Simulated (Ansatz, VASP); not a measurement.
Given: the input of a run of Ansatz 0.2.0 on TaN.

Contents of input.yaml:

```yaml
crystal:
  lattice:
    - [2.93800111, 0.0, 0.0]
    - [-1.46900055, 2.5443836, 0.0]
    - [0.0, 0.0, 2.88300221]
  atoms:
    - { symbol: Ta, position: [0.3333333333, 0.6666666667, 0.5] }
    - { symbol: "N", position: [0.0, 0.0, 0.0] }
hamiltonian:
  xc: pbe
  pseudopotentials: { kind: paw }
kpoints:
  mp_grid: { grid: [10, 10, 9] }
scf:
  occupations: { method: fermi_dirac, width: 0.05 }
output:
  forces: true
  stress: true
  eigenvalues: true
relax:
  f_tol: 0.01
  max_steps: 40
  cell: { stress_tol: 0.05 }
```

Potentials or basis: Ansatz PAW.

Launch:

```sh
$ ansatz run input.yaml --threads 2 --pin off --max-ram 5632MiB --backend cpu --events-out ev --progress --plain --runs-dir out
```

Problem. Translate it to VASP 6.6.1. Potentials there: VASP PAW PBE potentials, release 64 (Ta_pv, N).

Solution. As run (the cutoff follows the program's own potentials):

File INCAR:

```
ALGO = Normal
EDIFF = 1E-7
EDIFFG = -0.01
ENCUT = 600
GGA = PE
IBRION = 2
ISIF = 3
ISMEAR = -1
LASPH = True
LCHARG = False
LREAL = False
LWAVE = False
NELM = 100
NSW = 60
PREC = Accurate
SIGMA = 0.05
```

File KPOINTS:

```
k-points
0
Gamma
  10 10 9
```

File POSCAR:

```
TaN
1.0
    2.9380011100      0.0000000000      0.0000000000
   -1.4690005500      2.5443836000      0.0000000000
    0.0000000000      0.0000000000      2.8830022100
Ta N
1 1
Direct
    0.3333333333      0.6666666667      0.5000000000
    0.0000000000      0.0000000000      0.0000000000
```

Potentials or basis: VASP PAW PBE potentials, release 64 (Ta_pv, N).

Launch:

```console
$ cat potpaw_PBE.64/Ta_pv/POTCAR potpaw_PBE.64/N/POTCAR > POTCAR
$ mpirun -np 1 vasp_std > vasp.out
```

Both were run:

|  | VASP | Ansatz | Ansatz less VASP |
| --- | --- | --- | --- |
| gap on the k mesh at the Fermi level, each at its own relaxed structure (eV) | none | none | - |
| relaxed volume (Å³/atom) | 10.94 | 10.92 | -0.019 |
| relaxed cell length with the largest relative difference (Å) | 2.900 | 2.897 | -0.0024 |

A gap of «none» marks a metal or a gap that the smearing closes. VASP's potentials hold 16 valence electrons a cell and Ansatz's 18, so a difference there can come from the potentials and not from the codes.

Spin-orbit coupling is off throughout. Noted on Ansatz's run: the plane-wave basis is chosen anew once the cell has moved, so the energies of steps on either side of that aren't comparable.
